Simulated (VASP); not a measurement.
# H in VASP: single point with RPBE

Aim: the single point of H with RPBE.

Program: VASP 6.6.1. These are calculated values, not measurements. Logs are shortened: lines on timing, memory, paths and dates and some standing lists are left out, and cuts for length are marked.

## 1. The cell of the first run

The cell holds a atom, 1 atom: a = 14.000 Å, b = 14.400 Å, c = 14.800 Å, α = 90.00°, β = 90.00°, γ = 90.00°.

## 2. Single point, RPBE, collinear spin, ferromagnetic start

INCAR

```
SYSTEM = H
PREC = Accurate
ENCUT = 520
EDIFF = 1E-7
ISMEAR = -1
SIGMA = 0.01
LREAL = .False.
LASPH = .True.
NELM = 150
ALGO = Normal
ISIF = 2
LWAVE = .False.
LCHARG = .True.
ISPIN = 2
MAGMOM = 1
LORBIT = 11
GGA = RP
LELF = .True.
LVHAR = .True.
NBANDS = 10
ISYM = 0
```

KPOINTS

```
Automatic mesh
0
Gamma
  1 1 1
  0 0 0
```

POSCAR

```
H
1.0
   14.0000000000      0.0000000000      0.0000000000
    0.0000000000     14.4000000000      0.0000000000
    0.0000000000      0.0000000000     14.8000000000
H
1
Direct
    0.5000000000      0.5000000000      0.5000000000
```

Potentials or basis: VASP PAW PBE potentials, release 64 (H).

Started as:

```sh
> cat potpaw_PBE.64/H/POTCAR > POTCAR
> mpirun -np 1 vasp_gam > vasp.out
```

OUTCAR:

```text
SYSTEM = H
   PREC = Accurate
   ENCUT = 520
   EDIFF = 1E-7
   ISMEAR = -1
   LREAL = .False.
   LASPH = .True.
   NELM = 150
   ISIF = 2
   ISPIN = 2
   LORBIT = 11
   GGA = RP
   ISYM = 0

 ion  position               nearest neighbor table
   1  0.500  0.500  0.500-

IMPORTANT INFORMATION: All symmetrisations will be switched off!
NOSYMM: (Re-)initialisation of all symmetry stuff for point group C_1.

----------------------------------------------------------------------------------------

                                     Primitive cell

  volume of cell :    2983.6800

  direct lattice vectors                    reciprocal lattice vectors
    14.000000000  0.000000000  0.000000000     0.071428571  0.000000000  0.000000000
     0.000000000 14.400000000  0.000000000     0.000000000  0.069444444  0.000000000
     0.000000000  0.000000000 14.800000000     0.000000000  0.000000000  0.067567568

  length of vectors
    14.000000000 14.400000000 14.800000000     0.071428571  0.069444444  0.067567568

  position of ions in fractional coordinates (direct lattice)
     0.500000000  0.500000000  0.500000000

  ion indices of the primitive-cell ions
   primitive index   ion index
                 1           1

----------------------------------------------------------------------------------------

 KPOINTS: Automatic mesh

Automatic generation of k-mesh.
 Grid dimensions read from file:
 generate k-points for:    1    1    1

 Generating k-lattice:

  Cartesian coordinates                     Fractional coordinates (reciprocal lattice)
     0.071428571  0.000000000  0.000000000     1.000000000  0.000000000  0.000000000
     0.000000000  0.069444444  0.000000000     0.000000000  1.000000000  0.000000000
     0.000000000  0.000000000  0.067567568     0.000000000  0.000000000  1.000000000

  Length of vectors
     0.071428571  0.069444444  0.067567568

  Shift w.r.t. Gamma in fractional coordinates (k-lattice)
     0.000000000  0.000000000  0.000000000

 Subroutine IBZKPT returns following result:
 ===========================================

 Found      1 irreducible k-points:

 Following reciprocal coordinates:
            Coordinates               Weight
  0.000000  0.000000  0.000000      1.000000
   k-points           NKPTS =      1   k-points in BZ     NKDIM =      1   number of bands    NBANDS=     10
   number of dos      NEDOS =    301   number of ions     NIONS =      1
   total plane-waves  NPLWV = ******
   dimension x,y,z NGX =   108 NGY =  108 NGZ =  112
   dimension x,y,z NGXF=   216 NGYF=  216 NGZF=  224
   ions per type =               1
   NGX,Y,Z   is equivalent  to a cutoff of  12.82, 12.47, 12.58 a.u.
   NGXF,Y,Z  is equivalent  to a cutoff of  25.65, 24.94, 25.16 a.u.
 SYSTEM =  H
   PREC   = accura    normal or accurate (medium, high low for compatibility)
   ISTART =      0    job   : 0-new  1-cont  2-samecut
   ICHARG =      2    charge: 1-file 2-atom 10-const
   ISPIN  =      2    spin polarized calculation?
   LNONCOLLINEAR =      F non collinear calculations
   LSORBIT =      F    spin-orbit coupling
   LASPH  =      T    aspherical Exc in radial PAW
   ENCUT  =  520.0 eV  38.22 Ry    6.18 a.u.  26.03 26.77 27.52*2*pi/ulx,y,z
   NELM   =    150;   NELMIN=  2; NELMDL= -5     # of ELM steps
   EDIFF  = 0.1E-06   stopping-criterion for ELM
   LREAL  =      F    real-space projection
   EDIFFG = 0.1E-05   stopping-criterion for IOM
   NSW    =      0    number of steps for IOM
   IBRION =     -1    ionic relax: 0-MD 1-quasi-New 2-CG
   NFREE  =      0    steps in history (QN), initial steepest desc. (CG)
   ISIF   =      2    stress and relaxation
   ISYM   =      0    0-nonsym 1-usesym 2-fastsym
   POTIM  = 0.5000    time-step for ionic-motion
   TEBEG  =    0.0;   TEEND  =   0.0 temperature during run
   PSTRESS=    0.0 pullay stress
   NELECT =       1.0000    total number of electrons
   NUPDOWN=      -1.0000    fix difference up-down
   EMIN   =  10.00;   EMAX   =-10.00  energy-range for DOS
   EFERMI =   0.00;   METHOD = LEGACY
   ISMEAR =    -1;   SIGMA  =   0.01  broadening in eV -4-tet -1-fermi 0-gaus
   EFERMI_NEDOS =   21; number of points for ismear=-14 and -15
   IALGO  =     38    algorithm
   IMIX   =      4    mixing-type and parameters
     AMIX     =   0.40;   BMIX     =  1.00
     AMIX_MAG =   1.60;   BMIX_MAG =  1.00
  volume/ion in A,a.u.               =    2983.68     20134.87
  Fermi-wavevector in a.u.,A,eV,Ry     =   0.113717  0.214893  0.175943  0.012931
  Thomas-Fermi vector in A             =   0.719061
   LORBIT       =     11    0 simple, 1 ext, 2 COOP (PROOUT), +10 PAW based schemes
   GGA     = RP    functional components
   LHFCALC =     F    Hartree Fock is set to
   AEXX    =    0.0000 exact exchange contribution
   IVDW    =     0    specifies the selected vdW correction
   LEPSILON=     F    determine dielectric tensor
   LRPA    =     F    only Hartree local field effects (RPA)
 spin polarized calculation
  energy-cutoff  :      520.00
  volume of cell :     2983.68
 maximum number of plane-waves:     40220
 NGX is ok and might be reduce to   108
   NGX = 53   NGY = 53   NGZ = 55

 number of electron       1.0000000 magnetization       1.0000000

 Free energy of the ion-electron system (eV)
  ---------------------------------------------------
  ext. energy  EPLUGINS =         0.00000000
  ---------------------------------------------------
  free energy    TOTEN  =        -1.20634983 eV

  energy without entropy =       -1.20634983  energy(sigma->0) =       -1.20634983

 E-fermi :  -7.3915     XC(G=0):  -0.0606

 val. band max:       -7.6367243664   @ k =   0.0000   0.0000   0.0000
 cond. band min:      -0.1453705883   @ k =   0.0000   0.0000   0.0000
 fundamental gap:      7.4913537781
 Fermi energy:        -7.3915132057

 spin component 1

 k-point     1 :       0.0000    0.0000    0.0000
  band No.  band energies     occupation
      1      -7.6367      1.00000
      2      -0.1454      0.00000
      3       0.3619      0.00000
      4       0.3814      0.00000
      5       0.4023      0.00000
      6       0.4847      0.00000
      7       0.6667      0.00000
      8       0.7089      0.00000
      9       1.0020      0.00000
     10       1.0217      0.00000
 Fermi energy:        -7.3915132057

 spin component 2

 k-point     1 :       0.0000    0.0000    0.0000
  band No.  band energies     occupation
      1       0.0191      0.00000
      2       0.6927      0.00000
      3       0.7044      0.00000
      4       0.7318      0.00000
      5       0.7482      0.00000
      6       0.7745      0.00000
      7       0.8215      0.00000
      8       1.4213      0.00000
      9       1.4226      0.00000
     10       1.4355      0.00000

------------------------ aborting loop because EDIFF is reached ----------------------------------------

  FORCE on cell =-STRESS in cart. coord.  units (eV):
  Direction    XX          YY          ZZ          XY          YZ          ZX
  --------------------------------------------------------------------------------------
  -------------------------------------------------------------------------------------
  Total       -0.0097997     -0.0096696     -0.0097004     -0.0000000      0.0000002     -0.0000000
  in kB       -0.0052622     -0.0051924     -0.0052089     -0.0000000      0.0000001     -0.0000000
  external PRESSURE =      -0.0052212 kB  Pullay stress =       0.0000000 kB

 VOLUME and BASIS-vectors are now :
 -----------------------------------------------------------------------------
  energy-cutoff  :      520.00
  volume of cell :     2983.68
      direct lattice vectors                 reciprocal lattice vectors
    14.000000000  0.000000000  0.000000000     0.071428571  0.000000000  0.000000000
     0.000000000 14.400000000  0.000000000     0.000000000  0.069444444  0.000000000
     0.000000000  0.000000000 14.800000000     0.000000000  0.000000000  0.067567568

 POSITION                                       TOTAL-FORCE (eV/Angst)
 -----------------------------------------------------------------------------------
      7.00000      7.20000      7.40000         0.000000     -0.000002     -0.000001
 -----------------------------------------------------------------------------------
    total drift:                                0.000000     -0.000002     -0.000001

  FREE ENERGIE OF THE ION-ELECTRON SYSTEM (eV)
  ---------------------------------------------------
  free  energy   TOTEN  =        -1.2063498284 eV

  energy  without entropy=       -1.2063498284  energy(sigma->0) =       -1.20634983

 total charge

# of ion       s       p       d       tot
------------------------------------------
    1        0.383   0.000   0.000   0.383

 magnetization (x)

# of ion       s       p       d       tot
------------------------------------------
    1        0.383   0.000   0.000   0.383
```

OSZICAR:

```text
N       E                     dE             d eps       ncg     rms          rms(c)
DAV:   1     0.223900844841E+01    0.22390E+01   -0.11401E+02    40   0.354E+01
DAV:   2    -0.103084630119E+01   -0.32699E+01   -0.32467E+01    70   0.111E+01
[... 20 lines left out ...]
DAV:  23    -0.120634018371E+01   -0.52895E-05   -0.13830E-09    48   0.725E-05    0.163E-05
DAV:  24    -0.120634217922E+01   -0.19955E-05   -0.37446E-11    48   0.336E-05    0.568E-06
DAV:  25    -0.120634597003E+01   -0.37908E-05   -0.21219E-11    40   0.180E-05    0.665E-06
DAV:  26    -0.120634799818E+01   -0.20281E-05   -0.25295E-11    60   0.178E-05    0.401E-06
DAV:  27    -0.120634979893E+01   -0.18008E-05   -0.83027E-11    56   0.151E-05    0.393E-06
DAV:  28    -0.120634982842E+01   -0.29491E-07    0.94591E-12    52   0.957E-06
   1 F= -.12063498E+01 E0= -.12063498E+01  d E =-.572157E-11  mag=     1.0000
```

stdout:

```text
POSCAR found type information on POSCAR H
 POSCAR found :  1 types and       1 ions
 scaLAPACK will be used
 -----------------------------------------------------------------------------
|                                                                             |
|                                                                             |
|     You enforced a specific xc type in the INCAR file but a different       |
|     I HOPE YOU KNOW WHAT YOU ARE DOING!                                     |
|                                                                             |
 -----------------------------------------------------------------------------

 LDA part: xc-table for (Slater+PW92), standard interpolation
 POSCAR, INCAR and KPOINTS ok, starting setup
 FFT: planning ... GRIDC
 FFT: planning ... GRID_SOFT
 FFT: planning ... GRID
 WAVECAR not read
 entering main loop
```

Wall time 7.7 min (1 thread of Intel Xeon Platinum 8559C (Emerald Rapids), shared host); peak memory 2.7 GiB.

Results:

```yaml
Free_energy: -1.2063 eV
Pressure: 0.0 GPa
Band_gap_on_the_k_mesh: 7.49 eV
Net_moment: 1.00 μB per cell
Site_moments: H +0.38 μB
Valence_electrons_inside_the_program's_atomic_spheres: H 0.38
```

Caveat: the PAW data sets were made with another functional, which shifts forces and pressure a little.
